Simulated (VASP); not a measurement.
Set up this calculation in VASP 6.6.1, as the native input.

```
Task                               : single point
Functional                         : HSE06
Potentials or basis                : VASP PAW PBE potentials, release 64 (Be, S)
Cutoff                             : 520 eV
k mesh                             : 6 × 6 × 6
Occupations                        : gaussian, width 0.01 eV
Spin                               : no spin polarisation
Dipole correction                  : no
Grid for exact exchange (PRECFOCK) : Normal
Further INCAR settings             : ALGO = Normal; EDIFF = 1e-07; NBANDS = 11
Share of exact exchange            : 0.25
Screening parameter                : 0.2079 1/Å
```

The system is BeS.

```
Be S
1.0
     0.05809    2.30332    2.30332
     2.30332    0.05809    2.30332
     2.30332    2.30332    0.05809
Be S
1 1
Direct
  0.00000 0.00000 0.00000
  0.50000 0.50000 0.50000
```

This cell differs from its parent crystal: epitaxial 111 strain -3.1%.

The input as run:

POSCAR

```
BeS
1.0
    0.0580901483      2.3033194024      2.3033194024
    2.3033194024      0.0580901483      2.3033194024
    2.3033194024      2.3033194024      0.0580901483
Be S
1 1
Direct
    0.0000000000      0.0000000000      0.0000000000
    0.5000000000      0.5000000000      0.5000000000
```

INCAR.step1

```
ALGO     = Normal         # electronic algorithm
EDIFF    = 1E-5           # SCF threshold, eV
ENCUT    = 520            # plane-wave cutoff, eV
GGA      = PE             # functional
ISIF     = 2              # what is computed and relaxed
ISMEAR   = 0              # smearing method
LASPH    = True           # aspherical terms in the spheres
LCHARG   = False          # write CHGCAR
LREAL    = False          # projectors in reciprocal space
LWAVE    = True           # write WAVECAR
NBANDS   = 11             # bands
NELM     = 60             # most SCF steps
PREC     = Accurate       # precision mode
SIGMA    = 0.01           # smearing width, eV
```

INCAR.step2

```
ALGO     = Normal         # electronic algorithm
EDIFF    = 1E-7           # SCF threshold, eV
ENCUT    = 520            # plane-wave cutoff, eV
GGA      = PE             # functional
HFSCREEN = 0.2079         # screening, 1/A
ISIF     = 2              # what is computed and relaxed
ISMEAR   = 0              # smearing method
ISTART   = 1            
LASPH    = True           # aspherical terms in the spheres
LCHARG   = False          # write CHGCAR
LHFCALC  = True           # exact exchange
LREAL    = False          # projectors in reciprocal space
LWAVE    = False          # write WAVECAR
NBANDS   = 11             # bands
NELM     = 60             # most SCF steps
PREC     = Accurate       # precision mode
PRECFOCK = Normal       
SIGMA    = 0.01           # smearing width, eV
```

KPOINTS

```
k-points
0
Gamma
  6 6 6
```

Potentials or basis: VASP PAW PBE potentials, release 64 (Be, S).

The run is started by

```bash
$ cat potpaw_PBE.64/Be/POTCAR potpaw_PBE.64/S/POTCAR > POTCAR
$ cp INCAR.step1 INCAR
$ mpirun -np 1 vasp_std > vasp.out
$ cp INCAR.step2 INCAR
$ mpirun -np 1 vasp_std > vasp.out
```

Results of the run:

| Item | Value |
| --- | --- |
| Pressure | 5.0 GPa |
| Band gap on the k mesh | 1.60 eV (least direct gap 4.98 eV) |

Caveat: the cell differs from its parent crystal (epitaxial 111 strain -3.1%); the cell stands under pressure; the PAW data sets were made with another functional, which shifts forces and pressure a little.

Run time: 26 min on 1 thread of Intel Xeon 8259CL, with other jobs on the host, peak memory 0.25 GiB.
